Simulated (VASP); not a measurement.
# HfB (Fm-3m) in VASP: further runs, part 2 of 3

VASP 6.6.1. The steps go on from the part before.

**3. Single point, PBEsol**

This run uses another cell than the first one, of 13.71 Å³/atom, 1.112 times its volume.

Input file INCAR:

```
PREC = Accurate
ENCUT = 520
EDIFF = 1E-6
ISMEAR = 0
SIGMA = 0.1
LREAL = F
LASPH = T
NELM = 80
ALGO = Normal
ISIF = 2
LWAVE = F
LCHARG = F
GGA = PS
NBANDS = 14
```

Input file KPOINTS:

```
Automatic mesh
0
Gamma
  8 8 8
```

Input file POSCAR:

```
HfB
1.0
    0.0000000000      2.3934782255      2.3934782255
    2.3934782255      0.0000000000      2.3934782255
    2.3934782255      2.3934782255      0.0000000000
Hf B
1 1
Direct
    0.5000000000      0.5000000000      0.5000000000
    0.0000000000      0.0000000000      0.0000000000
```

Potentials or basis: VASP PAW PBE potentials, release 64 (Hf_pv, B).

The run is started by

```sh
$ cat potpaw_PBE.64/Hf_pv/POTCAR potpaw_PBE.64/B/POTCAR > POTCAR
$ mpirun -np 1 vasp_std > vasp.out
```

OUTCAR:

```text
PREC = Accurate
   ENCUT = 520
   EDIFF = 1E-6
   ISMEAR = 0
   LREAL = F
   LASPH = T
   NELM = 80
   ISIF = 2
   GGA = PS

 ion  position               nearest neighbor table
   1  0.500  0.500  0.500-   2 2.39   2 2.39   2 2.39   2 2.39   2 2.39   2 2.39
   2  0.000  0.000  0.000-   1 2.39   1 2.39   1 2.39   1 2.39   1 2.39   1 2.39

  LATTYP: Found a face centered cubic cell.
 ALAT       =     4.7869564510

  Lattice vectors:

 A1 = (   0.0000000000,   2.3934782255,   2.3934782255)
 A2 = (   2.3934782255,   0.0000000000,   2.3934782255)
 A3 = (   2.3934782255,   2.3934782255,   0.0000000000)

Analysis of symmetry for initial positions (statically):
=====================================================================
 Subroutine PRICEL returns:
 Original cell was already a primitive cell.

 Routine SETGRP: Setting up the symmetry group for a
 face centered cubic supercell.

 Subroutine GETGRP returns: Found 48 space group operations
 (whereof 48 operations were pure point group operations)
 out of a pool of 48 trial point group operations.

The static configuration has the point symmetry O_h .

Analysis of symmetry for dynamics (positions and initial velocities):
=====================================================================
 Subroutine PRICEL returns:
 Original cell was already a primitive cell.

 Routine SETGRP: Setting up the symmetry group for a
 face centered cubic supercell.

 Subroutine GETGRP returns: Found 48 space group operations
 (whereof 48 operations were pure point group operations)
 out of a pool of 48 trial point group operations.

The dynamic configuration has the point symmetry O_h .

 Subroutine INISYM returns: Found 48 space group operations
 (whereof 48 operations are pure point group operations),
 and found     1 'primitive' translations

----------------------------------------------------------------------------------------

                                     Primitive cell

  volume of cell :      27.4232

  direct lattice vectors                    reciprocal lattice vectors
     0.000000000  2.393478226  2.393478226    -0.208901002  0.208901002  0.208901002
     2.393478226  0.000000000  2.393478226     0.208901002 -0.208901002  0.208901002
     2.393478226  2.393478226  0.000000000     0.208901002  0.208901002 -0.208901002

  length of vectors
     3.384889368  3.384889368  3.384889368     0.361827150  0.361827150  0.361827150

  position of ions in fractional coordinates (direct lattice)
     0.500000000  0.500000000  0.500000000
     0.000000000  0.000000000  0.000000000

  ion indices of the primitive-cell ions
   primitive index   ion index
                 1           1
                 2           2

----------------------------------------------------------------------------------------

 KPOINTS: Automatic mesh

Automatic generation of k-mesh.
 Grid dimensions read from file:
 generate k-points for:    8    8    8

 Generating k-lattice:

  Cartesian coordinates                     Fractional coordinates (reciprocal lattice)
    -0.026112625  0.026112625  0.026112625     0.125000000  0.000000000  0.000000000
     0.026112625 -0.026112625  0.026112625     0.000000000  0.125000000  0.000000000
     0.026112625  0.026112625 -0.026112625     0.000000000  0.000000000  0.125000000

  Length of vectors
     0.045228394  0.045228394  0.045228394

  Shift w.r.t. Gamma in fractional coordinates (k-lattice)
     0.000000000  0.000000000  0.000000000

 Subroutine IBZKPT returns following result:
 ===========================================

 Found     29 irreducible k-points:

 Following reciprocal coordinates:
            Coordinates               Weight
  0.000000  0.000000  0.000000      1.000000
  0.125000  0.000000  0.000000      8.000000
  0.250000  0.000000  0.000000      8.000000
  0.375000  0.000000  0.000000      8.000000
  0.500000  0.000000  0.000000      4.000000
  0.125000  0.125000  0.000000      6.000000
[... 16 lines left out ...]
  0.500000  0.250000  0.125000     48.000000
 -0.375000  0.250000  0.125000     24.000000
 [... further k-points ...]
   k-points           NKPTS =     29   k-points in BZ     NKDIM =     29   number of bands    NBANDS=     14
   number of dos      NEDOS =    301   number of ions     NIONS =      2
   total plane-waves  NPLWV =  21952
   dimension x,y,z NGX =    28 NGY =   28 NGZ =   28
   dimension x,y,z NGXF=    56 NGYF=   56 NGZF=   56
   ions per type =               1   1
   NGX,Y,Z   is equivalent  to a cutoff of  13.75, 13.75, 13.75 a.u.
   NGXF,Y,Z  is equivalent  to a cutoff of  27.50, 27.50, 27.50 a.u.
 SYSTEM =  unknown system
   PREC   = accura    normal or accurate (medium, high low for compatibility)
   ISTART =      0    job   : 0-new  1-cont  2-samecut
   ICHARG =      2    charge: 1-file 2-atom 10-const
   ISPIN  =      1    spin polarized calculation?
   LNONCOLLINEAR =      F non collinear calculations
   LSORBIT =      F    spin-orbit coupling
   LASPH  =      T    aspherical Exc in radial PAW
   ENCUT  =  520.0 eV  38.22 Ry    6.18 a.u.   6.29  6.29  6.29*2*pi/ulx,y,z
   NELM   =     80;   NELMIN=  2; NELMDL= -5     # of ELM steps
   EDIFF  = 0.1E-05   stopping-criterion for ELM
   LREAL  =      F    real-space projection
   EDIFFG = 0.1E-04   stopping-criterion for IOM
   NSW    =      0    number of steps for IOM
   IBRION =     -1    ionic relax: 0-MD 1-quasi-New 2-CG
   NFREE  =      0    steps in history (QN), initial steepest desc. (CG)
   ISIF   =      2    stress and relaxation
   ISYM   =      2    0-nonsym 1-usesym 2-fastsym
   POTIM  = 0.5000    time-step for ionic-motion
   TEBEG  =    0.0;   TEEND  =   0.0 temperature during run
   PSTRESS=    0.0 pullay stress
   NELECT =      13.0000    total number of electrons
   NUPDOWN=      -1.0000    fix difference up-down
   EMIN   =  10.00;   EMAX   =-10.00  energy-range for DOS
   EFERMI =   0.00;   METHOD = LEGACY
   ISMEAR =     0;   SIGMA  =   0.10  broadening in eV -4-tet -1-fermi 0-gaus
   EFERMI_NEDOS =   21; number of points for ismear=-14 and -15
   IALGO  =     38    algorithm
   IMIX   =      4    mixing-type and parameters
     AMIX     =   0.40;   BMIX     =  1.00
     AMIX_MAG =   1.60;   BMIX_MAG =  1.00
  volume/ion in A,a.u.               =      13.71        92.53
  Fermi-wavevector in a.u.,A,eV,Ry     =   1.276487  2.412211 22.169600  1.629420
  Thomas-Fermi vector in A             =   2.409141
   LORBIT       =      0    0 simple, 1 ext, 2 COOP (PROOUT), +10 PAW based schemes
   GGA     = PS    functional components
   LHFCALC =     F    Hartree Fock is set to
   AEXX    =    0.0000 exact exchange contribution
   IVDW    =     0    specifies the selected vdW correction
   LEPSILON=     F    determine dielectric tensor
   LRPA    =     F    only Hartree local field effects (RPA)
 non-spin polarized calculation
 Gauss-broadening in eV      SIGMA  =   0.10
  energy-cutoff  :      520.00
  volume of cell :       27.42
 maximum number of plane-waves:       754
 NGX is ok and might be reduce to    28
   NGX = 13   NGY = 13   NGZ = 13

 number of electron      12.9999999 magnetization

 Free energy of the ion-electron system (eV)
  ---------------------------------------------------
  ext. energy  EPLUGINS =         0.00000000
  ---------------------------------------------------
  free energy    TOTEN  =       -18.40027546 eV

  energy without entropy =      -18.39204607  energy(sigma->0) =      -18.39616077

 E-fermi :   4.4003     XC(G=0): -11.9039

 val. band max:        4.3607434580   @ k =   0.2500   0.0000   0.0000
 cond. band min:       4.4477661103   @ k =   0.2500   0.1250   0.0000
 fundamental gap:      0.0870226523
 Fermi energy:         4.4002803528

 k-point     1 :       0.0000    0.0000    0.0000
  band No.  band energies     occupation
      1     -24.4727      2.00000
      2     -24.4727      2.00000
      3     -24.4727      2.00000
      4      -4.8740      2.00000
      5       6.3758      0.00000
      6       6.3758      0.00000
      7       6.3758      0.00000
      8       8.0354      0.00000
      9       8.0354      0.00000
     10       8.0354      0.00000
     11       8.1352      0.00000
     12       8.1352      0.00000
     13      15.5747      0.00000
     14      15.7932      0.00000
[... 375 lines left out ...]
 k-point    24 :      -0.3750    0.2500    0.1250
  band No.  band energies     occupation
      1     -24.8988      2.00000
      2     -24.6607      2.00000
      3     -24.5718      2.00000
      4      -0.6374      2.00000
      5       0.7535      2.00000
      6       3.1291      2.00000
      7       3.6614      2.00000
      8       9.2638      0.00000
      9       9.3704      0.00000
     10      10.8766      0.00000
     11      14.5017      0.00000
     12      14.6662      0.00000
     13      15.9246      0.00000
     14      18.8271      0.00000

 [... further k-points ...]
[... 5 lines left out ...]
  --------------------------------------------------------------------------------------
  -------------------------------------------------------------------------------------
  Total        0.0765873      0.0765873      0.0765873      0.0000000     -0.0000000      0.0000000
  in kB        4.4745434      4.4745434      4.4745434      0.0000000     -0.0000000      0.0000000
  external PRESSURE =       4.4745434 kB  Pullay stress =       0.0000000 kB

 VOLUME and BASIS-vectors are now :
 -----------------------------------------------------------------------------
  energy-cutoff  :      520.00
  volume of cell :       27.42
      direct lattice vectors                 reciprocal lattice vectors
     0.000000000  2.393478226  2.393478226    -0.208901002  0.208901002  0.208901002
     2.393478226  0.000000000  2.393478226     0.208901002 -0.208901002  0.208901002
     2.393478226  2.393478226  0.000000000     0.208901002  0.208901002 -0.208901002

 POSITION                                       TOTAL-FORCE (eV/Angst)
 -----------------------------------------------------------------------------------
      2.39348      2.39348      2.39348         0.000000     -0.000000     -0.000000
      0.00000      0.00000      0.00000        -0.000000      0.000000      0.000000
 -----------------------------------------------------------------------------------
    total drift:                                0.000000      0.000000      0.000000

  FREE ENERGIE OF THE ION-ELECTRON SYSTEM (eV)
  ---------------------------------------------------
  free  energy   TOTEN  =       -18.4002754626 eV

  energy  without entropy=      -18.3920460708  energy(sigma->0) =      -18.39616077
```

OSZICAR:

```text
N       E                     dE             d eps       ncg     rms          rms(c)
DAV:   1     0.185356618894E+02    0.18536E+02   -0.69045E+03   820   0.857E+02
DAV:   2    -0.189980114203E+02   -0.37534E+02   -0.35552E+02  1024   0.188E+02
DAV:   3    -0.199840197988E+02   -0.98601E+00   -0.98163E+00   962   0.207E+01
DAV:   4    -0.199880594845E+02   -0.40397E-02   -0.40395E-02   950   0.163E+00
DAV:   5    -0.199880829241E+02   -0.23440E-04   -0.23440E-04   998   0.114E-01    0.571E+01
DAV:   6    -0.184670828260E+02    0.15210E+01   -0.24918E+00   938   0.945E+00    0.360E+01
DAV:   7    -0.184262769829E+02    0.40806E-01   -0.63709E-01  1052   0.512E+00    0.984E+00
DAV:   8    -0.184002788610E+02    0.25998E-01   -0.78033E-02   932   0.168E+00    0.135E+00
DAV:   9    -0.184002695180E+02    0.93430E-05   -0.43217E-03  1016   0.461E-01    0.327E-01
DAV:  10    -0.184002751211E+02   -0.56031E-05   -0.52638E-05  1004   0.556E-02    0.336E-02
DAV:  11    -0.184002754626E+02   -0.34151E-06   -0.79965E-07   764   0.742E-03
   1 F= -.18400275E+02 E0= -.18396161E+02  d E =-.822939E-02
```

stdout:

```text
POSCAR found type information on POSCAR HfB
 POSCAR found :  2 types and       2 ions
 scaLAPACK will be used
 -----------------------------------------------------------------------------
|                                                                             |
|                                                                             |
|     You enforced a specific xc type in the INCAR file but a different       |
|     I HOPE YOU KNOW WHAT YOU ARE DOING!                                     |
|                                                                             |
 -----------------------------------------------------------------------------

 LDA part: xc-table for (Slater+PW92), standard interpolation
 POSCAR, INCAR and KPOINTS ok, starting setup
 FFT: planning ... GRIDC
 FFT: planning ... GRID_SOFT
 FFT: planning ... GRID
 WAVECAR not read
 entering main loop
```

Wall time 7.5 s (1 thread of Intel Xeon Platinum 8375C at 2.90GHz (Ice Lake), shared host); peak memory 0.16 GiB.

What came out:

```yaml
Free_energy: -18.4003 eV
Pressure: 0.4 GPa
```

Caveat: the PAW data sets were made with another functional, which shifts forces and pressure a little; spin-orbit coupling is left out, which moves the levels of the heavy elements.

**4. Relaxation of cell and atoms, PBEsol**

Input file INCAR:

```
PREC     = Accurate       # precision mode
ENCUT    = 600            # plane-wave cutoff, eV
EDIFF    = 1E-6           # SCF threshold, eV
ISMEAR   = 0              # smearing method
SIGMA    = 0.1            # smearing width, eV
LREAL    = False          # projectors in reciprocal space
LASPH    = True           # aspherical terms in the spheres
NELM     = 60             # most SCF steps
ALGO     = Normal         # electronic algorithm
ISIF     = 3              # what is computed and relaxed
LWAVE    = False          # write WAVECAR
LCHARG   = False          # write CHGCAR
GGA      = PS             # functional
IBRION   = 2              # ionic algorithm
NSW      = 100            # ionic steps
EDIFFG   = -0.05          # ionic threshold
```

KPOINTS is that of step 3.

Input file POSCAR:

```
HfB
1.0
    0.0000000000      2.3100000000      2.3100000000
    2.3100000000      0.0000000000      2.3100000000
    2.3100000000      2.3100000000      0.0000000000
Hf B
1 1
Direct
    0.5000000000      0.5000000000      0.5000000000
    0.0000000000      0.0000000000      0.0000000000
```

The run is started by

```sh
$ cat potpaw_PBE.64/Hf_pv/POTCAR potpaw_PBE.64/B/POTCAR > POTCAR
$ mpirun -np 1 vasp_std > vasp.out
```

Wall time 23 s (1 thread of Intel Xeon Platinum 8375C at 2.90GHz (Ice Lake), shared host); peak memory 0.17 GiB.

The run converged. Its results:

```yaml
Free_energy: -18.4006 eV
Relaxed_volume: 13.76 Å³/atom
Relaxed_cell: a = 3.388 Å, b = 3.388 Å, c = 3.388 Å, α = 60.00°, β = 60.00°, γ = 60.00°
Space_group_after_relaxing_to_0.05_Å: Fm-3m (No. 225)
Energy_gained_by_relaxing: 100.0 meV/atom
Ionic_steps: 4
Pressure_after_relaxing: -0.1 GPa
```

The path:
```
step  energy change (eV)  largest force (eV/Å)  pressure (GPa)  volume (Å³)
   1              0.0000                0.0000           24.58        24.65
   2              0.1306                0.0000          -20.60        32.03
   3             -0.1997                0.0000           -0.72        27.61
   4             -0.2000                0.0000           -0.10        27.51
```

Final structure:
```yaml
crystal:
  lattice:
    - [0.00000, 2.39602, 2.39602]
    - [2.39602, 0.00000, 2.39602]
    - [2.39602, 2.39602, 0.00000]
  atoms:
    - { symbol: Hf, position: [0.50000, 0.50000, 0.50000] }
    - { symbol: B, position: [0.00000, 0.00000, 0.00000] }
```

Levels at points of the mesh, in eV from the Fermi level:
| k point | band 4 | band 5 | band 6 | band 7 | band 8 | band 9 | band 10 |
| --- | --- | --- | --- | --- | --- | --- | --- |
| (0.00, 0.00, 0.00) | -9.26 | 1.97 | 1.97 | 1.97 | 3.63 | 3.63 | 3.63 |
| (0.50, 0.00, 0.00) | -4.77 | -4.41 | -1.25 | -1.25 | 5.72 | 5.72 | 6.59 |
| (0.50, 0.50, 0.00) | -6.46 | -1.24 | -0.94 | 1.98 | 1.98 | 5.47 | 6.89 |

Caveat: the PAW data sets were made with another functional, which shifts forces and pressure a little; spin-orbit coupling is left out, which moves the levels of the heavy elements; the volume moved by +12 % from the deposited cell, more than functionals usually miss.

(Part 2 of 3 ends here.)
